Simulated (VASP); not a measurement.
Write the native input for VASP 6.6.1 that does the following.

- Task: single point
- Functional: PBE
- Potentials or basis: VASP PAW PBE potentials, release 64 (Ag)
- Cutoff: 520 eV
- k mesh: 8 × 8 × 8
- Occupations: fermi-dirac, width 0.02 eV
- Spin: no spin polarisation
- Dipole correction: no
- Further INCAR settings: ALGO = Normal; EDIFF = 1e-07; NBANDS = 12

The structure of Ag lies in POSCAR:

```
Ag
1.0
    0.0000000000      2.0427500000      2.0427500000
    2.0427500000      0.0000000000      2.0427500000
    2.0427500000      2.0427500000      0.0000000000
Ag
1
Direct
    0.0000000000      0.0000000000      0.0000000000
```

One way to write it, as run:

INCAR

```
SYSTEM = Ag
PREC = Accurate
ENCUT = 520
EDIFF = 1E-7
ISMEAR = -1
SIGMA = 0.02
LREAL = .False.
LASPH = .True.
NELM = 60
ALGO = Normal
ISIF = 2
LWAVE = .False.
LCHARG = .False.
GGA = PE
NBANDS = 12
```

KPOINTS

```
regular mesh
0
Gamma
  8 8 8
  0 0 0
```

Potentials or basis: VASP PAW PBE potentials, release 64 (Ag).

Run with:

```bash
$ cat potpaw_PBE.64/Ag/POTCAR > POTCAR
$ mpirun -np 1 vasp_std > vasp.out
```

Results of the run:

* Pressure: 5.1 GPa

Run time: 4.9 s on 1 thread of Intel Xeon 6975P-C, on a shared host, peak memory 0.14 GiB.
